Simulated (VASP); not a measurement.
Wanted: the native input for a VASP 6.6.1 run.

```yaml
Task: single point
Functional: LDA
Potentials_or_basis: VASP PAW LDA potentials, release 64 (Zn, Ag)
Cutoff: 520 eV
k_mesh: 12 × 12 × 12
Occupations: fermi-dirac, width 0.03 eV
Spin: no spin polarisation
Dipole_correction: no
Further_INCAR_settings: ALGO = Normal; EDIFF = 1e-06; NBANDS = 18
```

The structure of ZnAg lies in POSCAR:

```
ZnAg
1.0
    3.2178980676      0.0000000000      0.0000000000
    0.0000000000      3.2178980676      0.0000000000
    0.0000000000      0.0000000000      3.2178980676
Zn Ag
1 1
Direct
    0.5000000000      0.5000000000      0.5000000000
    0.0000000000      0.0000000000      0.0000000000
```

This cell differs from its parent crystal: volume scaled by 1.06.

These files were run (other wordings do the same):

INCAR

```
ALGO     = Normal         # electronic algorithm
EDIFF    = 1E-6           # SCF threshold, eV
ENCUT    = 520            # plane-wave cutoff, eV
GGA      = CA             # functional
ISIF     = 2              # what is computed and relaxed
ISMEAR   = -1             # smearing method
LASPH    = T              # aspherical terms in the spheres
LCHARG   = F              # write CHGCAR
LREAL    = F              # projectors in reciprocal space
LWAVE    = F              # write WAVECAR
NBANDS   = 18             # bands
NELM     = 60             # most SCF steps
PREC     = Accurate       # precision mode
SIGMA    = 0.03           # smearing width, eV
```

KPOINTS

```
k-points
0
Gamma
  12 12 12
```

Potentials or basis: VASP PAW LDA potentials, release 64 (Zn, Ag).

The run is started by

```console
$ cat potpaw_LDA.64/Zn/POTCAR potpaw_LDA.64/Ag/POTCAR > POTCAR
$ mpirun -np 1 vasp_std > vasp.out
```

It gave:

| Quantity | Value |
| --- | --- |
| Pressure | -11.8 GPa |

Run time: 20 s on 1 thread of Intel(R) Xeon(R) Platinum 8259CL CPU @ 2.50GHz (Skylake/Cascade Lake) (shared host), peak memory 0.16 GiB.
